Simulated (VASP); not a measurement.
A run of VASP 6.6.1 is set up as follows.

File INCAR:

```
SYSTEM = NiO2
PREC = Accurate ; ENCUT = 700
EDIFF = 1E-6 ; ISMEAR = 0
SIGMA = 0.05 ; LREAL = .FALSE.
LASPH = .TRUE. ; NELM = 120
ALGO = Normal ; ISIF = 2
LWAVE = .FALSE. ; LCHARG = .FALSE.
GGA = PS ; NBANDS = 22
GGA_COMPAT = .FALSE.
```

KPOINTS

```
Automatic mesh
0
G
  12 12 6
  0 0 0
```

POSCAR

```
NiO2
1.0
    2.7304424938      0.0000000000      0.0000000000
   -1.3652212469      2.3646325632      0.0000000000
    0.0000000000      0.0000000000      5.1695467736
Ni O
1 2
Direct
    0.0000000000      0.0000000000      0.5000000000
    0.6666666667      0.3333333333      0.6499533987
    0.3333333333      0.6666666667      0.3500466013
```

Potentials or basis: VASP PAW PBE potentials, release 64 (Ni_sv_GW, O).

Run with:

```console
$ cat potpaw_PBE.64/Ni_sv_GW/POTCAR potpaw_PBE.64/O/POTCAR > POTCAR
$ mpirun -np 1 vasp_std > vasp.out
```

Problem. Predict the band gap on the k mesh.

Solution. 1.15 eV (least direct gap 1.74 eV).

Problem. Estimate the largest force.

Solution. 4.414 eV/Å.

Problem. Predict the pressure.

Solution. 37.9 GPa.

Forces in eV/Å, atoms in the order of the input:
```
Ni   0.000  0.000  0.000
O    0.000  0.000  4.414
O    0.000  0.000 -4.414
```

Caveat: the stress differs along the axes, from 32 to 41 GPa; the PAW data sets were made with another functional, which shifts forces and pressure a little; the run has no spin polarisation, though such a crystal can be magnetic. Spin polarisation is off, so any magnetic state and its effect on volume and gap are missing.
